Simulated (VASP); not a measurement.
**Pt: single point with PBE**

Pt:

```
Pt
1.0
    -2.52806    2.52806    1.36231
     2.52806   -2.52806    1.36231
     2.52806    2.52806   -1.36231
Pt
2
Direct
  0.62500 0.87500 0.75000
  0.37500 0.12500 0.25000
```

```yaml
Program: VASP 6.6.1
Task: single point
Functional: PBE
Potentials_or_basis: VASP PAW PBE potentials, release 64 (Pt)
Cutoff: 520 eV
k_mesh: 16 × 16 × 16
Occupations: fermi-dirac, width 0.05 eV
Spin: no spin polarisation
Dipole_correction: no
Further_INCAR_settings: ALGO = Normal; EDIFF = 1e-06; NBANDS = 17
```

| Quantity | Value |
| --- | --- |
| Pressure | -3.4 GPa |
| Band gap on the k mesh | zero (band 10 reaches 9.52 eV, above the bottom of band 11 at 7.99 eV) |

Levels at points of the mesh, in eV from the Fermi level:
```csv
k point,band 8,band 9,band 10,band 11,band 12,band 13
"(0.00, 0.00, 0.00)",-1.24,-1.24,0.29,1.33,5.00,5.00
"(0.50, 0.00, 0.00)",-1.06,-0.37,-0.09,2.17,4.36,6.43
"(0.50, 0.50, 0.00)",-2.11,-0.56,-0.56,-0.28,-0.28,11.69
"(0.50, 0.50, 0.50)",-1.09,-1.00,-1.00,-0.46,-0.46,4.42
```

Run time: 2.4 min on 1 thread of Intel(R) Xeon(R) Platinum 8259CL CPU @ 2.50GHz (Skylake/Cascade Lake) (shared host), peak memory 0.29 GiB.

Caveat: spin-orbit coupling is left out, which moves the levels of the heavy elements.
